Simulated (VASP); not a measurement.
Set up this calculation in VASP 6.6.1, as the native input.

- Task: single point
- Functional: PBE
- Potentials or basis: VASP PAW PBE potentials, release 64 (Mg, O)
- Cutoff: 520 eV
- k mesh: 10 × 10 × 10
- Occupations: fermi-dirac, width 0.02 eV
- Spin: no spin polarisation
- Dipole correction: no
- Further INCAR settings: ALGO = Normal; EDIFF = 1e-06; NBANDS = 11

The structure of MgO lies in POSCAR:

```
MgO
1.0
   -0.0407820479      2.1021674168      2.1021674168
    2.1021674168     -0.0407820479      2.1021674168
    2.0613853690      2.0613853690      0.0000000000
Mg O
1 1
Direct
    0.0000000000      0.0000000000      0.0000000000
    0.5000000000      0.5000000000      0.5000000000
```

This cell differs from its parent crystal: shear xy strain -3.9%.

These files were run (other wordings do the same):

INCAR

```
PREC = Accurate
ENCUT = 520
EDIFF = 1E-6
ISMEAR = -1
SIGMA = 0.02
LREAL = F
LASPH = T
NELM = 100
ALGO = Normal
ISIF = 2
LWAVE = F
LCHARG = T
GGA = PE
LELF = T
LVHAR = T
NBANDS = 11
```

KPOINTS

```
Automatic mesh
0
Gamma
  10 10 10
```

Potentials or basis: VASP PAW PBE potentials, release 64 (Mg, O).

Command:

```sh
$ cat potpaw_PBE.64/Mg/POTCAR potpaw_PBE.64/O/POTCAR > POTCAR
$ mpirun -np 1 vasp_std > vasp.out
```

It gave:

- Pressure: 5.0 GPa
- Band gap on the k mesh: 4.61 eV, direct

Caveat: the cell differs from its parent crystal (shear xy strain -3.9%).

It took 59 s on 1 thread of AMD EPYC 7R13, on a shared host, peak memory 0.14 GiB.
